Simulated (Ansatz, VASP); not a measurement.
## AgCl in VASP and in Ansatz

```
Ag Cl
1.0
     0.00000    2.71656    2.71656
     2.71656    0.00000    2.71656
     2.71656    2.71656    0.00000
Ag Cl
1 1
Cartesian
  0.0000 0.0000 0.0000
  2.7166 2.7166 2.7166
```

Alike in both runs: task single point; functional r2SCAN; k mesh 6 × 6 × 6; no spin polarisation.

|  | VASP | Ansatz |
| --- | --- | --- |
| version | VASP 6.6.1 | Ansatz 0.2.0 |
| potentials or method | VASP PAW PBE potentials, release 64 (Ag, Cl) | plane waves, PAW |
| plane-wave cutoff (eV) | 520 | 500 |
| occupations | gaussian, width 0.01 eV | fixed |
| valence electrons in the cell | 18 | 26 |

Ansatz gave:

```
gap on the k mesh at the Fermi level (eV) : 1.48
pressure (GPa)                            : 3.6
```

What did VASP give for the same quantities?

gap on the k mesh at the Fermi level (eV): 1.43; pressure (GPa): 3.6.

VASP's potentials were made for PBE, not for r2SCAN. VASP's potentials hold 18 valence electrons a cell and Ansatz's 26, so a difference there can come from the potentials and not from the codes.
